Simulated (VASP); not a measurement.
The system is NaI.

```
Na I
1.0
     4.04054    0.00000    0.00000
     0.00000    4.04054    0.00000
     0.00000    0.00000    4.04054
Na I
1 1
Direct
  0.00000 0.00000 0.00000
  0.50000 0.50000 0.50000
```

Base run:

| Item | Value |
| --- | --- |
| Program | VASP 6.6.1 |
| Functional | r2SCAN |
| Potentials or basis | VASP PAW PBE potentials, release 64 (Na_pv, I) |
| Cutoff | 520 eV |
| k mesh | 6 × 6 × 6 |
| Occupations | gaussian, width 0.01 eV |
| Spin | no spin polarisation |

Its results: band gap on the k mesh 3.07 eV, indirect (least direct gap 3.36 eV); pressure 0.0 GPa.

Question: The run is repeated on the same cell with these changes: functional from r2SCAN to PBE. What comes out?

Answer: Band gap on the k mesh 2.30 eV, indirect (least direct gap 2.79 eV); pressure 0.3 GPa.

r2SCAN gives the wider gap, since meta-GGAs in the generalised Kohn-Sham scheme recover part of the derivative discontinuity.

Caveats: spin-orbit coupling is left out, which moves the levels of the heavy elements; the PAW data sets were made with another functional, which shifts forces and pressure a little (some runs).

A k mesh can miss the band edges.
